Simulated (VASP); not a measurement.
A run of VASP 6.6.1:

File POSCAR:

```
SiO2
1.0
    4.4485125947      0.0000000000      0.0000000000
    0.0000000000      4.4485125947      0.0000000000
    0.0000000000      0.0000000000      2.9922861125
Si O
2 4
Direct
    0.5000000000      0.5000000000      0.5000000000
    0.0000000000      0.0000000000      0.0000000000
    0.1940616415      0.8059383585      0.5000000000
    0.8059383585      0.1940616415      0.5000000000
    0.3059383585      0.3059383585      0.0000000000
    0.6940616415      0.6940616415      0.0000000000
```

File INCAR.step1:

```
PREC     = Accurate       # precision mode
ENCUT    = 600            # plane-wave cutoff, eV
ISMEAR   = 0              # smearing method
SIGMA    = 0.1            # smearing width, eV
LREAL    = False          # projectors in reciprocal space
LASPH    = True           # aspherical terms in the spheres
NELM     = 80             # most SCF steps
GGA      = PE             # functional
ALGO     = Normal         # electronic algorithm
EDIFF    = 1E-4           # SCF threshold, eV
LWAVE    = True           # write WAVECAR
LCHARG   = False          # write CHGCAR
```

The input INCAR.step2:

```
PREC     = Accurate       # precision mode
ENCUT    = 600            # plane-wave cutoff, eV
EDIFF    = 1E-7           # SCF threshold, eV
ISMEAR   = 0              # smearing method
SIGMA    = 0.1            # smearing width, eV
LREAL    = False          # projectors in reciprocal space
LASPH    = True           # aspherical terms in the spheres
NELM     = 80             # most SCF steps
ALGO     = Normal         # electronic algorithm
ISIF     = 3              # what is computed and relaxed
LWAVE    = False          # write WAVECAR
LCHARG   = False          # write CHGCAR
METAGGA  = R2SCAN         # meta-GGA
LMIXTAU  = True         
IBRION   = 2              # ionic algorithm
NSW      = 80             # ionic steps
EDIFFG   = -0.05          # ionic threshold
ISTART   = 1
```

KPOINTS

```
Automatic mesh
0
Gamma
  4 4 6
```

Potentials or basis: VASP PAW PBE potentials, release 64 (Si, O).

The run is started by

```console
$ cat potpaw_PBE.64/Si/POTCAR potpaw_PBE.64/O/POTCAR > POTCAR
$ cp INCAR.step1 INCAR
$ mpirun -np 1 vasp_std > vasp.out
$ cp INCAR.step2 INCAR
$ mpirun -np 1 vasp_std > vasp.out
```

Hardware: 1 thread of Intel(R) Xeon(R) Platinum 8259CL CPU @ 2.50GHz (Skylake/Cascade Lake), on a shared host.

Task: How long does it take, and how much memory?

Result: Run time: 7.6 min on 1 thread of Intel(R) Xeon(R) Platinum 8259CL CPU @ 2.50GHz (Skylake/Cascade Lake) (shared host), peak memory 0.19 GiB. Counts: k points 24, ion steps 7.
